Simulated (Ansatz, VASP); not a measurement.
One calculation of Mo, two programs

POSCAR

```
Mo
1.0
    3.0244130804      0.0000000000      0.0000000000
    0.0000000000      3.0244130804      0.0000000000
    0.0000000000      0.0000000000      3.0244130804
Mo
2
Direct
    0.0000000000      0.0000000000      0.0000000000
    0.5000000000      0.5000000000      0.5000000000
```

File INCAR.step1:

```
PREC     = Accurate       # precision mode
ENCUT    = 520            # plane-wave cutoff, eV
ISMEAR   = 0              # smearing method
SIGMA    = 0.1            # smearing width, eV
LREAL    = False          # projectors in reciprocal space
LASPH    = True           # aspherical terms in the spheres
NELM     = 60             # most SCF steps
NBANDS   = 21             # bands
GGA      = PE             # functional
ALGO     = Normal         # electronic algorithm
EDIFF    = 1E-4           # SCF threshold, eV
LWAVE    = True           # write WAVECAR
LCHARG   = False          # write CHGCAR
```

Contents of INCAR.step2:

```
PREC     = Accurate       # precision mode
ENCUT    = 520            # plane-wave cutoff, eV
EDIFF    = 1E-7           # SCF threshold, eV
ISMEAR   = 0              # smearing method
SIGMA    = 0.1            # smearing width, eV
LREAL    = False          # projectors in reciprocal space
LASPH    = True           # aspherical terms in the spheres
NELM     = 60             # most SCF steps
ALGO     = Normal         # electronic algorithm
ISIF     = 2              # what is computed and relaxed
LWAVE    = False          # write WAVECAR
LCHARG   = True           # write CHGCAR
METAGGA  = R2SCAN         # meta-GGA
LMIXTAU  = True         
LELF     = True           # ELF
LVHAR    = True         
NBANDS   = 21             # bands
ISTART   = 1
```

File KPOINTS:

```
Automatic mesh
0
Gamma
  16 16 16
```

Input for Ansatz:

```yaml
crystal:
  lattice:
    - [3.0244130804, 0.0, 0.0]
    - [0.0, 3.0244130804, 0.0]
    - [0.0, 0.0, 3.0244130804]
  atoms:
    - { symbol: Mo, position: [0.0, 0.0, 0.0] }
    - { symbol: Mo, position: [0.5, 0.5, 0.5] }
basis:
  ecutwfc: 500
kpoints:
  mp_grid: { grid: [16, 16, 16] }
hamiltonian:
  xc: r2scan
scf:
  occupations: { method: gaussian, width: 0.1 }
output:
  forces: true
  stress: true
  eigenvalues: true
```

Change from the starting cell: equal strain along all axes, cell held, atoms relaxed: -4.0 %.

Alike in both runs: task single point; functional r2SCAN; k mesh 16 × 16 × 16; occupations gaussian, width 0.1 eV; no spin polarisation.

|  | VASP | Ansatz |
| --- | --- | --- |
| version | VASP 6.6.1 | Ansatz 0.2.0 |
| potentials or method | VASP PAW PBE potentials, release 64 (Mo_sv), cutoff 520 eV | scalar-relativistic, plane waves, PAW |
| valence electrons in the cell | 28 | 28 |

Ansatz gave:

| Quantity | Value |
| --- | --- |
| gap on the k mesh at the Fermi level (eV) | none |
| pressure (GPa) | 42.9 |

Task: What did VASP give for the same quantities?

Result: gap on the k mesh at the Fermi level (eV): none; pressure (GPa): 44.8.

VASP's potentials were made for PBE, not for r2SCAN. A gap of «none» marks a metal or a gap that the smearing closes. Both programs put the cell under a high pressure, so it lies far from rest at this level. With one functional, cell and mesh, what is left measures potentials, basis and numerics.
